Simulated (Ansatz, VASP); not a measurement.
**Two plane-wave programs on AlN**

```
CELL_PARAMETERS angstrom
0.00000 2.05846 2.05846
2.05846 0.00000 2.05846
2.05846 2.05846 0.00000
ATOMIC_POSITIONS crystal
Al 0.50000 0.50000 0.50000
N 0.00000 0.00000 0.00000
```

Alike in both runs: task single point; functional r2SCAN; k mesh 10 × 10 × 10; occupations gaussian, width 0.02 eV; no spin polarisation.

|  | VASP | Ansatz |
| --- | --- | --- |
| version | VASP 6.6.1 | Ansatz 0.2.0 |
| potentials or method | VASP PAW PBE potentials, release 64 (Al, N), cutoff 660 eV | scalar-relativistic, plane waves, PAW |
| valence electrons in the cell | 8 | 8 |

```tsv
	VASP	Ansatz	Ansatz less VASP
gap on the k mesh at the Fermi level (eV)	4.95	4.94	-0.004
least direct gap on the mesh (eV)	5.72	5.68	-0.044
pressure (GPa)	-15.0	-14.3	+0.70
```

VASP's potentials were made for PBE, not for r2SCAN.
